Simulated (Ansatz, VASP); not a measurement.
Two plane-wave programs on B4SbN3

```
N Sb B
1.0
     2.97182    0.00000    0.00000
     0.00000    7.98802    0.00000
     0.00000    0.00000    2.95188
N Sb B
3 1 4
Direct
  0.00000 0.31200 0.00000
  0.00000 0.68800 0.00000
  0.50000 0.00000 0.00000
  0.50000 0.50000 0.50000
  0.50000 0.21200 0.50000
  0.50000 0.78800 0.50000
  0.00000 0.10600 0.50000
  0.00000 0.89400 0.50000
```

Alike in both runs: task single point; functional PBE; k mesh 10 × 4 × 10; occupations fermi-dirac, width 0.1497 eV; no spin polarisation.

|  | VASP | Ansatz |
| --- | --- | --- |
| version | VASP 6.6.1 | Ansatz 0.2.0 |
| potentials or method | VASP PAW PBE potentials, release 64 (N, Sb_d_GW, B), cutoff 600 eV | PAW plane waves |
| valence electrons in the cell | 42 | 42 |

```tsv
	VASP	Ansatz	Ansatz less VASP
pressure (GPa)	7.7	7.9	+0.19
rms of the force components (eV/Å)	0.502	0.502	-0.0007
```

Spin-orbit coupling is off throughout.
